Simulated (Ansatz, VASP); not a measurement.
## Two plane-wave programs on Rh

INCAR

```
SYSTEM = Rh
PREC     = Accurate       ! precision mode
ENCUT    = 600            ! plane-wave cutoff, eV
EDIFF    = 1E-6           ! SCF threshold, eV
ISMEAR   = -1             ! smearing method
SIGMA    = 0.15           ! smearing width, eV
LREAL    = .False.        ! projectors in reciprocal space
LASPH    = .True.         ! aspherical terms in the spheres
NELM     = 100            ! most SCF steps
ALGO     = Normal         ! electronic algorithm
ISIF     = 3              ! what is computed and relaxed
LWAVE    = .False.        ! write WAVECAR
LCHARG   = .False.        ! write CHGCAR
GGA      = PS             ! functional
IVDW     = 12             ! dispersion correction
IBRION   = 2              ! ionic algorithm
NSW      = 80             ! ionic steps
EDIFFG   = -0.01          ! ionic threshold
```

KPOINTS

```
Automatic mesh
0
Gamma
  14 14 8
  0 0 0
```

Contents of POSCAR:

```
Rh
1.0
    2.7309790000      0.0000000000      0.0000000000
   -1.3654900000      2.3650970000      0.0000000000
    0.0000000000      0.0000000000      4.4284890000
Rh
2
Direct
    0.6666666667      0.3333333333      0.7500000000
    0.3333333333      0.6666666667      0.2500000000
```

Input for Ansatz:

```yaml
crystal:
  lattice:
    - [2.730979, 0.0, 0.0]
    - [-1.36549, 2.365097, 0.0]
    - [0.0, 0.0, 4.428489]
  atoms:
    - { symbol: Rh, position: [0.6666666666666666, 0.3333333333333333, 0.75] }
    - { symbol: Rh, position: [0.3333333333333333, 0.6666666666666666, 0.25] }
basis:
  ecutwfc: 470.0
kpoints:
  mp_grid:
    grid: [14, 14, 8]
hamiltonian:
  xc: pbesol
  dispersion: d3bj
scf:
  occupations:
    method: fermi_dirac
    width: 0.15
relax:
  cell: {}
```

Alike in both runs: task relaxation of cell and atoms; functional PBEsol; dispersion D3(BJ); k mesh 14 × 14 × 8; occupations fermi-dirac, width 0.15 eV; no spin polarisation.

```csv
,VASP,Ansatz
version,VASP 6.6.1,Ansatz 0.2.0
potentials or method,"VASP PAW PBE potentials, release 64 (Rh_pv), cutoff 600 eV","plane waves, PAW"
valence electrons in the cell,30,34
```

Ansatz gave:

| Property | Result |
| --- | --- |
| relaxed volume (Å³/atom) | 13.27 |
| relaxed cell length with the largest relative difference (Å) | 2.669 |

Estimate VASP's values.

relaxed volume (Å³/atom): 13.26; relaxed cell length with the largest relative difference (Å): 2.668.

VASP's potentials were made for PBE, not for PBEsol. VASP's potentials hold 30 valence electrons a cell and Ansatz's 34, so a difference there can come from the potentials and not from the codes.
